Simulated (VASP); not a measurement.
Write the native input for VASP 6.6.1 that does the following.

| Property | Result |
| --- | --- |
| Task | single point |
| Functional | r2SCAN |
| Potentials or basis | VASP PAW PBE potentials, release 64 (Ba_sv, Ti_sv, O) |
| Cutoff | 520 eV |
| k mesh | 6 × 6 × 6 |
| Occupations | gaussian, width 0.02 eV |
| Spin | no spin polarisation |
| Hubbard terms | Ti d U = 4.0 eV |
| Dipole correction | no |
| Further INCAR settings | ALGO = Normal; EDIFF = 1e-07; NBANDS = 28 |

Crystal: BaTiO3.

```
Ba Ti O
1.0
     2.79430    1.61329    2.28610
    -2.79430    1.61329    2.28610
     0.00000   -3.22659    2.28610
Ba Ti O
1 1 3
Direct
  0.99462 0.99462 0.99462
  0.49511 0.49511 0.49511
  0.49389 0.99358 0.49389
  0.49389 0.49389 0.99358
  0.99358 0.49389 0.49389
```

This cell differs from its parent crystal: equal strain along all axes, cell held: -1.5 %, then relaxed in part.

One way to write it, as run:

POSCAR

```
BaTiO3
1.0
    2.7943046196      1.6132925243      2.2861015742
   -2.7943046196      1.6132925243      2.2861015742
    0.0000000000     -3.2265850487      2.2861015741
Ba Ti O
1 1 3
Direct
   -0.0053822766     -0.0053822766     -0.0053822766
    0.4951087280      0.4951087280      0.4951087280
    0.4938949890      0.9935845706      0.4938949890
    0.4938949890      0.4938949890      0.9935845706
    0.9935845706      0.4938949890      0.4938949890
```

INCAR.step1

```
ALGO = Normal
EDIFF = 1E-4
ENCUT = 520
GGA = PE
ISMEAR = 0
LASPH = T
LCHARG = F
LDAU = T
LDAUJ = 0 0 0
LDAUL = -1 2 -1
LDAUTYPE = 2
LDAUU = 0 4 0
LMAXMIX = 4
LREAL = F
LWAVE = T
NBANDS = 28
NELM = 150
PREC = Accurate
SIGMA = 0.02
```

INCAR.step2

```
ALGO = Normal
EDIFF = 1E-7
ENCUT = 520
ISIF = 2
ISMEAR = 0
ISTART = 1
LASPH = T
LCHARG = F
LDAU = T
LDAUJ = 0 0 0
LDAUL = -1 2 -1
LDAUPRINT = 1
LDAUTYPE = 2
LDAUU = 0 4 0
LMAXMIX = 4
LMIXTAU = T
LREAL = F
LWAVE = F
METAGGA = R2SCAN
NBANDS = 28
NELM = 150
PREC = Accurate
SIGMA = 0.02
```

KPOINTS

```
k-points
0
Gamma
  6 6 6
```

Potentials or basis: VASP PAW PBE potentials, release 64 (Ba_sv, Ti_sv, O).

Run with:

```console
$ cat potpaw_PBE.64/Ba_sv/POTCAR potpaw_PBE.64/Ti_sv/POTCAR potpaw_PBE.64/O/POTCAR > POTCAR
$ cp INCAR.step1 INCAR
$ mpirun -np 1 vasp_std > vasp.out
$ cp INCAR.step2 INCAR
$ mpirun -np 1 vasp_std > vasp.out
```

Results of the run:

| Property | Result |
| --- | --- |
| Pressure | 11.7 GPa |
| Largest force | 0.050 eV/Å |
| Band gap on the k mesh | 2.76 eV (least direct gap 2.92 eV) |

Caveat: the cell differs from its parent crystal (equal strain along all axes, cell held: -1.5 %, then relaxed in part); the cell stands under pressure; the PAW data sets were made with another functional, which shifts forces and pressure a little; spin-orbit coupling is left out, which moves the levels of the heavy elements.

It took 3.4 min on 1 thread of AMD EPYC 7R13 Processor (Zen 3), on a shared host, peak memory 0.18 GiB.
